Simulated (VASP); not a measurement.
# Ti (Fm-3m) in VASP: a series of runs

The runs below take Ti through single point, with revPBE+D3(BJ), PBE.

Everything below comes from runs of VASP 6.6.1. Logs are shortened: lines on timing, memory, paths and dates and some standing lists are left out, and cuts for length are marked.

### 1 The cell of the first run

Symmetry: Fm-3m, No. 225, cubic system. The conventional cell has a = 3.998 Å, b = 3.998 Å, c = 3.998 Å, α = 90.00°, β = 90.00°, γ = 90.00°. Within 3.7 Å of Ti (site symmetry m-3m) lie 12 Ti at 2.83 Å.

### 2 Single point, revPBE+D3(BJ)

File INCAR:

```
PREC = Accurate ; ENCUT = 520
EDIFF = 1E-6 ; ISMEAR = -1
SIGMA = 0.05 ; LREAL = False
LASPH = True ; NELM = 80
ALGO = Normal ; ISIF = 2
LWAVE = False ; LCHARG = False
GGA = RE ; IVDW = 12
NBANDS = 12
```

File KPOINTS:

```
Automatic mesh
0
Gamma
  11 11 11
```

File POSCAR:

```
Ti
1.0
    0.0000000000      1.9988486492      1.9988486492
    1.9988486492      0.0000000000      1.9988486492
    1.9988486492      1.9988486492      0.0000000000
Ti
1
Direct
    0.0000000000      0.0000000000      0.0000000000
```

Potentials or basis: VASP PAW PBE potentials, release 64 (Ti_sv).

Run with:

```
$ cat potpaw_PBE.64/Ti_sv/POTCAR > POTCAR
$ mpirun -np 1 vasp_std > vasp.out
```

OUTCAR:

```text
PREC = Accurate
   ENCUT = 520
   EDIFF = 1E-6
   ISMEAR = -1
   LREAL = False
   LASPH = True
   NELM = 80
   ISIF = 2
   GGA = RE
   IVDW = 12
 IVDW          = 12

 ion  position               nearest neighbor table
   1  0.000  0.000  0.000-

  LATTYP: Found a face centered cubic cell.
 ALAT       =     3.9976972984

  Lattice vectors:

 A1 = (   0.0000000000,   1.9988486492,   1.9988486492)
 A2 = (   1.9988486492,   0.0000000000,   1.9988486492)
 A3 = (   1.9988486492,   1.9988486492,   0.0000000000)

Analysis of symmetry for initial positions (statically):
=====================================================================
 Subroutine PRICEL returns:
 Original cell was already a primitive cell.

 Routine SETGRP: Setting up the symmetry group for a
 face centered cubic supercell.

 Subroutine GETGRP returns: Found 48 space group operations
 (whereof 48 operations were pure point group operations)
 out of a pool of 48 trial point group operations.

The static configuration has the point symmetry O_h .

Analysis of symmetry for dynamics (positions and initial velocities):
=====================================================================
 Subroutine PRICEL returns:
 Original cell was already a primitive cell.

 Routine SETGRP: Setting up the symmetry group for a
 face centered cubic supercell.

 Subroutine GETGRP returns: Found 48 space group operations
 (whereof 48 operations were pure point group operations)
 out of a pool of 48 trial point group operations.

The dynamic configuration has the point symmetry O_h .

 Subroutine INISYM returns: Found 48 space group operations
 (whereof 48 operations are pure point group operations),
 and found     1 'primitive' translations

----------------------------------------------------------------------------------------

                                     Primitive cell

  volume of cell :      15.9724

  direct lattice vectors                    reciprocal lattice vectors
     0.000000000  1.998848649  1.998848649    -0.250144002  0.250144002  0.250144002
     1.998848649  0.000000000  1.998848649     0.250144002 -0.250144002  0.250144002
     1.998848649  1.998848649  0.000000000     0.250144002  0.250144002 -0.250144002

  length of vectors
     2.826798869  2.826798869  2.826798869     0.433262120  0.433262120  0.433262120

  position of ions in fractional coordinates (direct lattice)
     0.000000000  0.000000000  0.000000000

  ion indices of the primitive-cell ions
   primitive index   ion index
                 1           1

----------------------------------------------------------------------------------------

 KPOINTS: Automatic mesh

Automatic generation of k-mesh.
 Grid dimensions read from file:
 generate k-points for:   11   11   11

 Generating k-lattice:

  Cartesian coordinates                     Fractional coordinates (reciprocal lattice)
    -0.022740364  0.022740364  0.022740364     0.090909091  0.000000000  0.000000000
     0.022740364 -0.022740364  0.022740364     0.000000000  0.090909091  0.000000000
     0.022740364  0.022740364 -0.022740364     0.000000000  0.000000000  0.090909091

  Length of vectors
     0.039387465  0.039387465  0.039387465

  Shift w.r.t. Gamma in fractional coordinates (k-lattice)
     0.000000000  0.000000000  0.000000000

 Subroutine IBZKPT returns following result:
 ===========================================

 Found     56 irreducible k-points:

 Following reciprocal coordinates:
            Coordinates               Weight
  0.000000  0.000000  0.000000      1.000000
  0.090909  0.000000  0.000000      8.000000
  0.181818  0.000000  0.000000      8.000000
  0.272727  0.000000  0.000000      8.000000
  0.363636  0.000000  0.000000      8.000000
  0.454545  0.000000  0.000000      8.000000
[... 16 lines left out ...]
 -0.272727  0.181818  0.000000     24.000000
 -0.181818  0.181818  0.000000     12.000000
 [... further k-points ...]
   k-points           NKPTS =     56   k-points in BZ     NKDIM =     56   number of bands    NBANDS=     12
   number of dos      NEDOS =    301   number of ions     NIONS =      1
   total plane-waves  NPLWV =  13824
   dimension x,y,z NGX =    24 NGY =   24 NGZ =   24
   dimension x,y,z NGXF=    48 NGYF=   48 NGZF=   48
   ions per type =               1
   NGX,Y,Z   is equivalent  to a cutoff of  14.11, 14.11, 14.11 a.u.
   NGXF,Y,Z  is equivalent  to a cutoff of  28.23, 28.23, 28.23 a.u.
 SYSTEM =  unknown system
   PREC   = accura    normal or accurate (medium, high low for compatibility)
   ISTART =      0    job   : 0-new  1-cont  2-samecut
   ICHARG =      2    charge: 1-file 2-atom 10-const
   ISPIN  =      1    spin polarized calculation?
   LNONCOLLINEAR =      F non collinear calculations
   LSORBIT =      F    spin-orbit coupling
   LASPH  =      T    aspherical Exc in radial PAW
   ENCUT  =  520.0 eV  38.22 Ry    6.18 a.u.   5.26  5.26  5.26*2*pi/ulx,y,z
   NELM   =     80;   NELMIN=  2; NELMDL= -5     # of ELM steps
   EDIFF  = 0.1E-05   stopping-criterion for ELM
   LREAL  =      F    real-space projection
[... 7 lines left out ...]
   TEBEG  =    0.0;   TEEND  =   0.0 temperature during run
   PSTRESS=    0.0 pullay stress
   NELECT =      12.0000    total number of electrons
   NUPDOWN=      -1.0000    fix difference up-down
   EMIN   =  10.00;   EMAX   =-10.00  energy-range for DOS
   EFERMI =   0.00;   METHOD = LEGACY
   ISMEAR =    -1;   SIGMA  =   0.05  broadening in eV -4-tet -1-fermi 0-gaus
   EFERMI_NEDOS =   21; number of points for ismear=-14 and -15
   IALGO  =     38    algorithm
   IMIX   =      4    mixing-type and parameters
     AMIX     =   0.40;   BMIX     =  1.00
     AMIX_MAG =   1.60;   BMIX_MAG =  1.00
  volume/ion in A,a.u.               =      15.97       107.79
  Fermi-wavevector in a.u.,A,eV,Ry     =   1.488260  2.812403 30.135767  2.214916
  Thomas-Fermi vector in A             =   2.601317
   LORBIT       =      0    0 simple, 1 ext, 2 COOP (PROOUT), +10 PAW based schemes
   GGA     = RE    functional components
   LHFCALC =     F    Hartree Fock is set to
   AEXX    =    0.0000 exact exchange contribution
   IVDW    =    12    specifies the selected vdW correction
   LEPSILON=     F    determine dielectric tensor
   LRPA    =     F    only Hartree local field effects (RPA)
 non-spin polarized calculation
  energy-cutoff  :      520.00
  volume of cell :       15.97
 maximum number of plane-waves:       444
 NGX is ok and might be reduce to    24
   NGX = 11   NGY = 11   NGZ = 11

 number of electron      11.9999999 magnetization

 Free energy of the ion-electron system (eV)
  ---------------------------------------------------
  ext. energy  EPLUGINS =         0.00000000
  ---------------------------------------------------
  free energy    TOTEN  =        -7.40597754 eV

  energy without entropy =       -7.39653391  energy(sigma->0) =       -7.40125572

 E-fermi :   9.2252     XC(G=0): -11.8191

 val. band max:        9.1528921302   @ k =   0.1818   0.1818   0.0000
 cond. band min:       9.2409172165   @ k =   0.2727   0.0000   0.0000
 fundamental gap:      0.0880250863
 Fermi energy:         9.2252080068

 k-point     1 :       0.0000    0.0000    0.0000
  band No.  band energies     occupation
      1     -47.4346      2.00000
      2     -23.1361      2.00000
      3     -23.1361      2.00000
      4     -23.1361      2.00000
      5       2.9200      2.00000
      6      10.1645      0.00000
      7      10.1645      0.00000
      8      10.1645      0.00000
      9      11.9997      0.00000
     10      11.9997      0.00000
     11      24.9080      0.00000
     12      29.8250      0.00000

 k-point     2 :       0.0909    0.0000    0.0000
  band No.  band energies     occupation
      1     -47.4213      2.00000
      2     -23.2082      2.00000
      3     -23.1449      2.00000
      4     -23.1449      2.00000
      5       3.2079      2.00000
      6       9.9837      0.00000
      7      10.2673      0.00000
      8      10.2673      0.00000
      9      11.9331      0.00000
     10      11.9331      0.00000
     11      25.1686      0.00000
     12      27.9969      0.00000

 k-point     3 :       0.1818    0.0000    0.0000
  band No.  band energies     occupation
      1     -47.3855      2.00000
      2     -23.3989      2.00000
      3     -23.1685      2.00000
      4     -23.1685      2.00000
      5       4.0091      2.00000
      6       9.5720      0.00194
      7      10.4497      0.00000
      8      10.4497      0.00000
      9      11.8849      0.00000
     10      11.8849      0.00000
     11      24.8231      0.00000
     12      26.0840      0.00000
[... 286 lines left out ...]
 k-point    23 :      -0.2727    0.1818    0.0000
  band No.  band energies     occupation
      1     -47.2821      2.00000
      2     -23.7619      2.00000
      3     -23.4090      2.00000
      4     -23.2266      2.00000
      5       6.5901      2.00000
      6       8.8878      1.99766
      7       9.5818      0.00160
      8      10.8431      0.00000
      9      11.8446      0.00000
     10      13.8739      0.00000
     11      21.3224      0.00000
     12      23.5506      0.00000

 k-point    24 :      -0.1818    0.1818    0.0000
  band No.  band energies     occupation
      1     -47.3225      2.00000
      2     -23.6195      2.00000
      3     -23.3337      2.00000
      4     -23.1906      2.00000
      5       5.5492      2.00000
      6       8.9945      1.98036
      7      10.0681      0.00000
      8      11.1322      0.00000
      9      11.1453      0.00000
     10      13.0648      0.00000
     11      23.4990      0.00000
     12      24.1322      0.00000

 [... further k-points ...]

------------------------ aborting loop because EDIFF is reached ----------------------------------------

 Edisp (eV)   -1.22220

 E8    (eV) :    -0.8878

  FORCE on cell =-STRESS in cart. coord.  units (eV):
  Direction    XX          YY          ZZ          XY          YZ          ZX
  --------------------------------------------------------------------------------------
  -------------------------------------------------------------------------------------
  Total      -0.03870    -0.03870    -0.03870    -0.00000    -0.00000     0.00000
  in kB      -3.88156    -3.88156    -3.88156    -0.00000    -0.00000     0.00000
  external pressure =       -3.88 kB  Pullay stress =        0.00 kB

 VOLUME and BASIS-vectors are now :
 -----------------------------------------------------------------------------
  energy-cutoff  :      520.00
  volume of cell :       15.97
      direct lattice vectors                 reciprocal lattice vectors
     0.000000000  1.998848649  1.998848649    -0.250144002  0.250144002  0.250144002
     1.998848649  0.000000000  1.998848649     0.250144002 -0.250144002  0.250144002
     1.998848649  1.998848649  0.000000000     0.250144002  0.250144002 -0.250144002

 POSITION                                       TOTAL-FORCE (eV/Angst)
 -----------------------------------------------------------------------------------
      0.00000      0.00000      0.00000         0.000000     -0.000000     -0.000000
 -----------------------------------------------------------------------------------
    total drift:                               -0.000000      0.000000     -0.000000

  FREE ENERGIE OF THE ION-ELECTRON SYSTEM (eV)
  ---------------------------------------------------
  free  energy   TOTEN  =        -8.6281812877 eV

  energy  without entropy=       -8.6187376503  energy(sigma->0) =       -8.62345947
```

It took 6.3 s on 1 thread of Intel Xeon 6975P-C, shared host; peak memory 0.15 GiB.

Results:

| Item | Value |
| --- | --- |
| Free energy | -8.6282 eV |
| Pressure | -0.4 GPa |
| Band gap on the k mesh | zero (band 6 reaches 10.16 eV, above the bottom of band 7 at 8.93 eV) |
| Dispersion energy per atom | -1.222 eV |

Levels at points of the mesh, in eV from the Fermi level:
```tsv
k point	band 3	band 4	band 5	band 6	band 7	band 8	band 9	band 10
(0.00, 0.00, 0.00)	-32.36	-32.36	-6.31	0.94	0.94	0.94	2.77	2.77
```

Caveat: the PAW data sets were made with another functional, which shifts forces and pressure a little; pairwise dispersion overbinds metals, which lowers pressure and volume.

### 3 Single point, PBE

This run uses another cell than the first one, of 16.73 Å³/atom, 1.047 times its volume.

File INCAR:

```
SYSTEM = Ti
PREC     = Accurate       ! precision mode
ENCUT    = 520            ! plane-wave cutoff, eV
EDIFF    = 1E-6           ! SCF threshold, eV
ISMEAR   = 0              ! smearing method
SIGMA    = 0.017          ! smearing width, eV
LREAL    = .FALSE.        ! projectors in reciprocal space
LASPH    = .TRUE.         ! aspherical terms in the spheres
NELM     = 60             ! most SCF steps
ALGO     = Normal         ! electronic algorithm
ISIF     = 2              ! what is computed and relaxed
LWAVE    = .FALSE.        ! write WAVECAR
LCHARG   = .FALSE.        ! write CHGCAR
GGA      = PE             ! functional
NBANDS   = 12             ! bands
```

File KPOINTS:

```
Automatic mesh
0
G
  11 11 11
  0 0 0
```

File POSCAR:

```
Ti
1.0
    0.0000000000      2.0300000000      2.0300000000
    2.0300000000      0.0000000000      2.0300000000
    2.0300000000      2.0300000000      0.0000000000
Ti
1
Direct
    0.0000000000      0.0000000000      0.0000000000
```

Potentials or basis: VASP PAW PBE potentials, release 64 (Ti_sv).

Run with:

```
$ cat potpaw_PBE.64/Ti_sv/POTCAR > POTCAR
$ mpirun -np 1 vasp_std > vasp.out
```

Run time: 8.4 s. Hardware: 1 thread of Intel Xeon 6975P-C, shared host; peak memory 0.14 GiB.

The run converged. Its results:

```
Free energy            : -7.7757 eV
Pressure               : 3.5 GPa
Band gap on the k mesh : zero (band 6 reaches 9.54 eV, above the bottom of band 7 at 8.35 eV)
```

Levels at points of the mesh, in eV from the Fermi level:
```csv
k point,band 4,band 5,band 6,band 7,band 8,band 9
"(0.00, 0.00, 0.00)",-32.42,-6.17,0.93,0.93,0.93,2.65
```

(Continued in part 2 of 2.)
